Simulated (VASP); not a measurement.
Here is a VASP 6.6.1 calculation.

Contents of POSCAR:

```
C
1.0
    1.2433821151      0.7178643991      8.3510745093
   -1.2433821151      0.7178643991      8.3510745093
    0.0000000000     -1.4357287982      8.3510745093
C
4
Direct
    0.9128300000      0.9128300000      0.9128300000
    0.2461500000      0.2461500000      0.2461500000
    0.7538500000      0.7538500000      0.7538500000
    0.0871700000      0.0871700000      0.0871700000
```

File INCAR.step1:

```
SYSTEM = C
PREC = Accurate
ENCUT = 520
ISMEAR = -1
SIGMA = 0.1
LREAL = .False.
LASPH = .True.
NELM = 80
NBANDS = 16
GGA = PE
ALGO = Normal
EDIFF = 1E-4
LWAVE = .True.
LCHARG = .False.
```

INCAR.step2

```
SYSTEM = C
PREC = Accurate
ENCUT = 520
EDIFF = 1E-6
ISMEAR = -1
SIGMA = 0.1
LREAL = .False.
LASPH = .True.
NELM = 80
ALGO = Normal
ISIF = 2
LWAVE = .False.
LCHARG = .False.
METAGGA = R2SCAN
LMIXTAU = .True.
NBANDS = 16
ISTART = 1
```

File KPOINTS:

```
Automatic mesh
0
Gamma
  11 11 11
  0 0 0
```

Potentials or basis: VASP PAW PBE potentials, release 64 (C).

Run with:

```sh
$ cat potpaw_PBE.64/C/POTCAR > POTCAR
$ cp INCAR.step1 INCAR
$ mpirun -np 1 vasp_std > vasp.out
$ cp INCAR.step2 INCAR
$ mpirun -np 1 vasp_std > vasp.out
```

(1) Predict the pressure.

(2) Predict the largest force.

## Answers

(1) -7.8 GPa.

(2) 0.009 eV/Å.

Caveat: the cell stands under tension; the PAW data sets were made with another functional, which shifts forces and pressure a little.
